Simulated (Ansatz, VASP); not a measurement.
**One calculation of HBr, two programs**

```xyz
2
Lattice="11.7016 0.0000 0.0000 0.0000 12.2016 0.0000 0.0000 0.0000 12.7016" Properties=species:S:1:pos:R:3 pbc="T T T"
Br    6.2396    6.3531    5.7375
H     5.5822    6.0165    6.9641
```

Alike in both runs: task single point; functional LDA; k mesh 1 × 1 × 1; occupations gaussian, width 0.005 eV; no spin polarisation.

|  | VASP | Ansatz |
| --- | --- | --- |
| version | VASP 6.6.1 | Ansatz 0.2.0 |
| potentials or method | VASP PAW LDA potentials, release 64 (Br, H) | scalar-relativistic, plane waves, PAW |
| plane-wave cutoff (eV) | 400 | 420 |
| valence electrons in the cell | 8 | 8 |

```tsv
	VASP	Ansatz	Ansatz less VASP
rms of the force components (eV/Å)	0.001	0.023	+0.0226
```

LDA's correlation is that of Perdew and Zunger in VASP and of Perdew and Wang (1992) in Ansatz. Atom by atom the forces differ by 0.024 eV/Å (rms over components).
